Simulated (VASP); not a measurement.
## Bi2Te3: electric field gradients with PBE

Bi2Te3:

```
CELL_PARAMETERS angstrom
2.23686 1.29145 10.16567
-2.23686 1.29145 10.16567
0.00000 -2.58290 10.16567
ATOMIC_POSITIONS crystal
Bi 0.40000 0.40000 0.40000
Bi 0.60000 0.60000 0.60000
Te 0.00000 0.00000 0.00000
Te 0.20950 0.20950 0.20950
Te 0.79050 0.79050 0.79050
```

This cell differs from its parent crystal: equal xx and yy strain of +2 %.

| Quantity | Value |
| --- | --- |
| Program | VASP 6.6.1 |
| Task | electric field gradients |
| Functional | PBE |
| Potentials or basis | VASP PAW PBE potentials, release 64 (Bi_d, Te) |
| Cutoff | 520 eV |
| k mesh | 7 × 7 × 7 |
| Occupations | fermi-dirac, width 0.08 eV |
| Spin | no spin polarisation |
| Dipole correction | no |
| Further INCAR settings | ALGO = Normal; EDIFF = 1e-08; NBANDS = 32 |

```json
{
  "Pressure": "-0.1 GPa",
  "Largest force": "0.219 eV/Å",
  "Band gap on the k mesh": "0.25 eV, direct"
}
```

Forces on the atoms (eV/Å):
```
Bi   0.000  0.000  0.120
Bi   0.000  0.000 -0.120
Te   0.000  0.000  0.000
Te   0.000  0.000  0.219
Te   0.000  0.000 -0.219
```

Stress tensor (GPa, compression positive):
```
-0.19  0.00  0.00
 0.00 -0.19  0.00
 0.00  0.00  0.10
```

Levels at points of the mesh, in eV from the valence-band top:
| k point | band 22 | band 23 | band 24 | band 25 | band 26 | band 27 |
| --- | --- | --- | --- | --- | --- | --- |
| (0.00, 0.00, 0.00) | -0.80 | -0.80 | 0.00 | 0.25 | 0.68 | 0.68 |

Electric field gradients, principal values (V/Å²):
| atom | least | middle | greatest (by size) |
| --- | --- | --- | --- |
| 1 Bi | -7.722 | -7.722 | 15.444 |
| 2 Bi | -7.722 | -7.722 | 15.444 |
| 3 Te | -38.146 | -38.146 | 76.291 |
| 4 Te | 0.872 | 0.872 | -1.743 |
| 5 Te | 0.872 | 0.872 | -1.743 |

Wall time 15 min on 1 thread of Intel(R) Xeon(R) Platinum 8488C (Sapphire Rapids), with other jobs on the host, peak memory 1 GiB.

Caveat: the cell differs from its parent crystal (equal xx and yy strain of +2 %); without QUAD_EFG the Cq values of the log hold for a quadrupole moment of 1 mb, not for the nuclei; spin-orbit coupling is left out, which moves the levels of the heavy elements. A k mesh can miss the band edges.
